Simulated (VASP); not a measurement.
# Rh (Im-3m) in VASP: further runs

Rh is run at these levels: r2SCAN; tasks: single point.

Everything below comes from runs of VASP 6.6.1. Logs are shortened: lines on timing, memory, paths and dates and some standing lists are left out, and cuts for length are marked.

**1. The cell of the first run**

It takes space group Im-3m (No. 229, cubic). The conventional cell has a = 3.044 Å, b = 3.044 Å, c = 3.044 Å, α = 90.00°, β = 90.00°, γ = 90.00°. Within 3.5 Å of Rh (site symmetry m-3m) lie 14 Rh at 2.64 to 3.04 Å.

**2. Single point, r2SCAN**

File POSCAR:

```
Rh
1.0
   -1.5218153477      1.5218153477      1.5218153477
    1.5218153477     -1.5218153477      1.5218153477
    1.5218153477      1.5218153477     -1.5218153477
Rh
1
Direct
    0.0000000000      0.0000000000      0.0000000000
```

File INCAR.step1:

```
SYSTEM = Rh
PREC     = Accurate       ! precision mode
ENCUT    = 550            ! plane-wave cutoff, eV
ISMEAR   = 0              ! smearing method
SIGMA    = 0.05           ! smearing width, eV
LREAL    = .False.        ! projectors in reciprocal space
LASPH    = .True.         ! aspherical terms in the spheres
NELM     = 120            ! most SCF steps
NBANDS   = 14             ! bands
GGA      = PE             ! functional
ALGO     = Normal         ! electronic algorithm
EDIFF    = 1E-5           ! SCF threshold, eV
LWAVE    = .True.         ! write WAVECAR
LCHARG   = .False.        ! write CHGCAR
GGA_COMPAT= .False.
```

File INCAR.step2:

```
SYSTEM = Rh
PREC     = Accurate       ! precision mode
ENCUT    = 550            ! plane-wave cutoff, eV
EDIFF    = 1E-6           ! SCF threshold, eV
ISMEAR   = 0              ! smearing method
SIGMA    = 0.05           ! smearing width, eV
LREAL    = .False.        ! projectors in reciprocal space
LASPH    = .True.         ! aspherical terms in the spheres
NELM     = 120            ! most SCF steps
ALGO     = Normal         ! electronic algorithm
ISIF     = 2              ! what is computed and relaxed
LWAVE    = .False.        ! write WAVECAR
LCHARG   = .False.        ! write CHGCAR
METAGGA  = R2SCAN         ! meta-GGA
LMIXTAU  = .True.       
NBANDS   = 14             ! bands
ISTART   = 1            
GGA_COMPAT= .False.
```

File KPOINTS:

```
Automatic mesh
0
Gamma
  20 20 20
  0 0 0
```

Potentials or basis: VASP PAW PBE potentials, release 64 (Rh_pv).

On the command line:

```bash
$ cat potpaw_PBE.64/Rh_pv/POTCAR > POTCAR
$ cp INCAR.step1 INCAR
$ mpirun -np 1 vasp_std > vasp.out
$ cp INCAR.step2 INCAR
$ mpirun -np 1 vasp_std > vasp.out
```

OUTCAR:

```text
SYSTEM = Rh
   PREC = Accurate
   ENCUT = 550
   EDIFF = 1E-6
   ISMEAR = 0
   LREAL = .False.
   LASPH = .True.
   NELM = 120
   ISIF = 2
   METAGGA = R2SCAN
   ISTART = 1

 ion  position               nearest neighbor table
   1  0.000  0.000  0.000-

  LATTYP: Found a body centered cubic cell.
 ALAT       =     3.0436306954

  Lattice vectors:

 A1 = (  -1.5218153477,   1.5218153477,   1.5218153477)
 A2 = (   1.5218153477,  -1.5218153477,   1.5218153477)
 A3 = (   1.5218153477,   1.5218153477,  -1.5218153477)

Analysis of symmetry for initial positions (statically):
=====================================================================
 Subroutine PRICEL returns:
 Original cell was already a primitive cell.

 Routine SETGRP: Setting up the symmetry group for a
 body centered cubic supercell.

 Subroutine GETGRP returns: Found 48 space group operations
 (whereof 48 operations were pure point group operations)
 out of a pool of 48 trial point group operations.

The static configuration has the point symmetry O_h .

Analysis of symmetry for dynamics (positions and initial velocities):
=====================================================================
 Subroutine PRICEL returns:
 Original cell was already a primitive cell.

 Routine SETGRP: Setting up the symmetry group for a
 body centered cubic supercell.

 Subroutine GETGRP returns: Found 48 space group operations
 (whereof 48 operations were pure point group operations)
 out of a pool of 48 trial point group operations.

The dynamic configuration has the point symmetry O_h .

 Subroutine INISYM returns: Found 48 space group operations
 (whereof 48 operations are pure point group operations),
 and found     1 'primitive' translations

----------------------------------------------------------------------------------------

                                     Primitive cell

  volume of cell :      14.0976

  direct lattice vectors                    reciprocal lattice vectors
    -1.521815348  1.521815348  1.521815348     0.000000000  0.328554973  0.328554973
     1.521815348 -1.521815348  1.521815348     0.328554973  0.000000000  0.328554973
     1.521815348  1.521815348 -1.521815348     0.328554973  0.328554973  0.000000000

  length of vectors
     2.635861502  2.635861502  2.635861502     0.464646898  0.464646898  0.464646898

  position of ions in fractional coordinates (direct lattice)
     0.000000000  0.000000000  0.000000000

  ion indices of the primitive-cell ions
   primitive index   ion index
                 1           1

----------------------------------------------------------------------------------------

 KPOINTS: Automatic mesh

Automatic generation of k-mesh.
 Grid dimensions read from file:
 generate k-points for:   20   20   20

 Generating k-lattice:

  Cartesian coordinates                     Fractional coordinates (reciprocal lattice)
     0.000000000  0.016427749  0.016427749     0.050000000  0.000000000  0.000000000
     0.016427749  0.000000000  0.016427749     0.000000000  0.050000000  0.000000000
     0.016427749  0.016427749  0.000000000     0.000000000  0.000000000  0.050000000

  Length of vectors
     0.023232345  0.023232345  0.023232345

  Shift w.r.t. Gamma in fractional coordinates (k-lattice)
     0.000000000  0.000000000  0.000000000

 Subroutine IBZKPT returns following result:
 ===========================================

 Found    256 irreducible k-points:

 Following reciprocal coordinates:
            Coordinates               Weight
  0.000000  0.000000  0.000000      1.000000
  0.050000  0.000000  0.000000     12.000000
  0.100000  0.000000  0.000000     12.000000
  0.150000  0.000000  0.000000     12.000000
  0.200000  0.000000  0.000000     12.000000
  0.250000  0.000000  0.000000     12.000000
[... 16 lines left out ...]
  0.200000  0.100000  0.000000     48.000000
  0.250000  0.100000  0.000000     48.000000
 [... further k-points ...]
   k-points           NKPTS =    256   k-points in BZ     NKDIM =    256   number of bands    NBANDS=     14
   number of dos      NEDOS =    301   number of ions     NIONS =      1
   total plane-waves  NPLWV =   8000
   dimension x,y,z NGX =    20 NGY =   20 NGZ =   20
   dimension x,y,z NGXF=    40 NGYF=   40 NGZF=   40
   ions per type =               1
   NGX,Y,Z   is equivalent  to a cutoff of  12.61, 12.61, 12.61 a.u.
   NGXF,Y,Z  is equivalent  to a cutoff of  25.23, 25.23, 25.23 a.u.
 SYSTEM =  Rh
   PREC   = accura    normal or accurate (medium, high low for compatibility)
   ISTART =      1    job   : 0-new  1-cont  2-samecut
   ICHARG =      0    charge: 1-file 2-atom 10-const
   ISPIN  =      1    spin polarized calculation?
   LNONCOLLINEAR =      F non collinear calculations
   LSORBIT =      F    spin-orbit coupling
   LASPH  =      T    aspherical Exc in radial PAW
   ENCUT  =  550.0 eV  40.42 Ry    6.36 a.u.   5.04  5.04  5.04*2*pi/ulx,y,z
   NELM   =    120;   NELMIN=  2; NELMDL=  0     # of ELM steps
   EDIFF  = 0.1E-05   stopping-criterion for ELM
   LREAL  =      F    real-space projection
   EDIFFG = 0.1E-04   stopping-criterion for IOM
   NSW    =      0    number of steps for IOM
   IBRION =     -1    ionic relax: 0-MD 1-quasi-New 2-CG
   NFREE  =      0    steps in history (QN), initial steepest desc. (CG)
   ISIF   =      2    stress and relaxation
   ISYM   =      2    0-nonsym 1-usesym 2-fastsym
   POTIM  = 0.5000    time-step for ionic-motion
   TEBEG  =    0.0;   TEEND  =   0.0 temperature during run
   PSTRESS=    0.0 pullay stress
   NELECT =      15.0000    total number of electrons
   NUPDOWN=      -1.0000    fix difference up-down
   EMIN   =  10.00;   EMAX   =-10.00  energy-range for DOS
   EFERMI =   0.00;   METHOD = LEGACY
   ISMEAR =     0;   SIGMA  =   0.05  broadening in eV -4-tet -1-fermi 0-gaus
   EFERMI_NEDOS =   21; number of points for ismear=-14 and -15
   IALGO  =     38    algorithm
   IMIX   =      4    mixing-type and parameters
     AMIX     =   0.40;   BMIX     =  1.00
     AMIX_MAG =   1.60;   BMIX_MAG =  1.00
  volume/ion in A,a.u.               =      14.10        95.14
  Fermi-wavevector in a.u.,A,eV,Ry     =   1.671309  3.158315 38.004775  2.793272
  Thomas-Fermi vector in A             =   2.756654
   LORBIT       =      0    0 simple, 1 ext, 2 COOP (PROOUT), +10 PAW based schemes
   METAGGA = R2SCAN    functional components
   LHFCALC =     F    Hartree Fock is set to
   AEXX    =    0.0000 exact exchange contribution
   IVDW    =     0    specifies the selected vdW correction
   LEPSILON=     F    determine dielectric tensor
   LRPA    =     F    only Hartree local field effects (RPA)
 non-spin polarized calculation
 Gauss-broadening in eV      SIGMA  =   0.05
  energy-cutoff  :      550.00
  volume of cell :       14.10
 maximum number of plane-waves:       426
   NGX =  9   NGY =  9   NGZ =  9

 number of electron      14.9999997 magnetization

 Free energy of the ion-electron system (eV)
  ---------------------------------------------------
  ext. energy  EPLUGINS =         0.00000000
  ---------------------------------------------------
  free energy    TOTEN  =       -23.77069665 eV

  energy without entropy =      -23.76776947  energy(sigma->0) =      -23.76923306

 E-fermi :  11.0671     XC(G=0): -14.9752

 val. band max:       11.0658320638   @ k =   0.3500   0.0500   0.0000
 cond. band min:      11.0715131565   @ k =   0.3500   0.2500   0.0500
 fundamental gap:      0.0056810927
 Fermi energy:        11.0671458598

 k-point     1 :       0.0000    0.0000    0.0000
  band No.  band energies     occupation
      1     -36.2874      2.00000
      2     -36.2874      2.00000
      3     -36.2874      2.00000
      4       3.3253      2.00000
      5       8.1651      2.00000
      6       8.1651      2.00000
      7       8.1651      2.00000
      8      10.6095      2.00000
      9      10.6095      2.00000
     10      29.0663      0.00000
     11      30.4760      0.00000
     12      30.4760      0.00000
     13      30.4760      0.00000
     14      40.7647      0.00000

 k-point     2 :       0.0500    0.0000    0.0000
  band No.  band energies     occupation
      1     -36.3061      2.00000
      2     -36.2936      2.00000
      3     -36.2874      2.00000
      4       3.4347      2.00000
      5       8.1212      2.00000
      6       8.1649      2.00000
      7       8.2512      2.00000
      8      10.5540      2.00000
      9      10.6125      2.00000
     10      29.0660      0.00000
     11      30.5192      0.00000
     12      30.5196      0.00000
     13      30.6298      0.00000
     14      39.7803      0.00000

 k-point     3 :       0.1000    0.0000    0.0000
  band No.  band energies     occupation
      1     -36.3601      2.00000
      2     -36.3114      2.00000
      3     -36.2874      2.00000
      4       3.7519      2.00000
      5       7.9961      2.00000
      6       8.1600      2.00000
      7       8.5063      2.00000
      8      10.4165      2.00000
      9      10.6230      2.00000
     10      29.0659      0.00000
     11      30.5566      0.00000
     12      30.5931      0.00000
     13      31.0807      0.00000
     14      38.3542      0.00000
[... 324 lines left out ...]
 k-point    23 :       0.2000    0.1000    0.0000
  band No.  band energies     occupation
      1     -36.6844      2.00000
      2     -36.4125      2.00000
      3     -36.3124      2.00000
      4       5.5483      2.00000
      5       7.3868      2.00000
      6       7.9825      2.00000
      7      10.0524      2.00000
      8      10.5956      2.00000
      9      10.9194      1.99997
     10      28.1732      0.00000
     11      29.0651      0.00000
     12      29.1545      0.00000
     13      33.1479      0.00000
     14      34.3400      0.00000

 k-point    24 :       0.2500    0.1000    0.0000
  band No.  band energies     occupation
      1     -36.7834      2.00000
      2     -36.4561      2.00000
      3     -36.3136      2.00000
      4       5.7489      2.00000
      5       7.1579      2.00000
      6       8.4330      2.00000
      7      10.1539      2.00000
      8      10.9153      1.99998
      9      11.5495      0.00000
     10      26.4038      0.00000
     11      28.3156      0.00000
     12      29.0663      0.00000
     13      32.5789      0.00000
     14      34.5482      0.00000

 [... further k-points ...]
[... 5 lines left out ...]
  --------------------------------------------------------------------------------------
  -------------------------------------------------------------------------------------
  Total        0.1098589      0.1098589      0.1098589      0.0000000      0.0000000      0.0000000
  in kB       12.4853301     12.4853301     12.4853301      0.0000000      0.0000000      0.0000000
  external PRESSURE =      12.4853301 kB  Pullay stress =       0.0000000 kB

 VOLUME and BASIS-vectors are now :
 -----------------------------------------------------------------------------
  energy-cutoff  :      550.00
  volume of cell :       14.10
      direct lattice vectors                 reciprocal lattice vectors
    -1.521815348  1.521815348  1.521815348     0.000000000  0.328554973  0.328554973
     1.521815348 -1.521815348  1.521815348     0.328554973  0.000000000  0.328554973
     1.521815348  1.521815348 -1.521815348     0.328554973  0.328554973  0.000000000

 POSITION                                       TOTAL-FORCE (eV/Angst)
 -----------------------------------------------------------------------------------
      0.00000      0.00000      0.00000         0.000000     -0.000000     -0.000000
 -----------------------------------------------------------------------------------
    total drift:                                0.000000     -0.000000      0.000000

  FREE ENERGIE OF THE ION-ELECTRON SYSTEM (eV)
  ---------------------------------------------------
  free  energy   TOTEN  =       -23.7706966485 eV

  energy  without entropy=      -23.7677694734  energy(sigma->0) =      -23.76923306
```

Wall time 85 s (1 thread of Intel Xeon 6975P-C, shared host); peak memory 0.17 GiB.

What came out:

```yaml
Free_energy: -23.7707 eV
Pressure: 1.2 GPa
```

Caveat: the PAW data sets were made with another functional, which shifts forces and pressure a little.

**3. Single point, r2SCAN**

This run uses another cell than the first one, of 14.47 Å³/atom, 1.026 times its volume.

File POSCAR:

```
Rh
1.0
   -1.5350999966      1.5350999966      1.5350999966
    1.5350999966     -1.5350999966      1.5350999966
    1.5350999966      1.5350999966     -1.5350999966
Rh
1
Direct
    0.0000000000      0.0000000000      0.0000000000
```

File INCAR.step1:

```
SYSTEM = Rh
PREC = Accurate
ENCUT = 550
ISMEAR = 0
SIGMA = 0.05
LREAL = .False.
LASPH = .True.
NELM = 120
NBANDS = 14
GGA = PE
ALGO = Normal
EDIFF = 1E-5
LWAVE = .True.
LCHARG = .False.
GGA_COMPAT = .False.
```

File INCAR.step2:

```
SYSTEM = Rh
PREC = Accurate
ENCUT = 550
EDIFF = 1E-6
ISMEAR = 0
SIGMA = 0.05
LREAL = .False.
LASPH = .True.
NELM = 120
ALGO = Normal
ISIF = 2
LWAVE = .False.
LCHARG = .False.
METAGGA = R2SCAN
LMIXTAU = .True.
NBANDS = 14
ISTART = 1
GGA_COMPAT = .False.
```

File KPOINTS:

```
regular mesh
0
Gamma
  20 20 20
  0 0 0
```

Potentials or basis: VASP PAW PBE potentials, release 64 (Rh_pv).

On the command line:

```bash
$ cat potpaw_PBE.64/Rh_pv/POTCAR > POTCAR
$ cp INCAR.step1 INCAR
$ mpirun -np 1 vasp_std > vasp.out
$ cp INCAR.step2 INCAR
$ mpirun -np 1 vasp_std > vasp.out
```

It took 84 s on 1 thread of Intel Xeon 6975P-C, shared host; peak memory 0.17 GiB.

The run converged. Its results:

```yaml
Free_energy: -23.7658 eV
Pressure: -5.2 GPa
```

Levels at points of the mesh, in eV from the Fermi level:
```
           k point  band 3  band 4  band 5  band 6  band 7  band 8  band 9  band 10  band 11  band 12
(0.00, 0.00, 0.00)  -47.32   -7.55   -2.79   -2.79   -2.79   -0.43   -0.43    18.02    19.36    19.36
(0.50, 0.00, 0.00)  -47.32   -5.68   -4.28   -0.47   -0.09    1.58    1.63     9.51    15.31    18.02
(0.50, 0.50, 0.50)  -47.80   -5.71   -5.71    1.14    1.14    1.14    9.91     9.91     9.91    18.02
```

Caveat: the PAW data sets were made with another functional, which shifts forces and pressure a little.
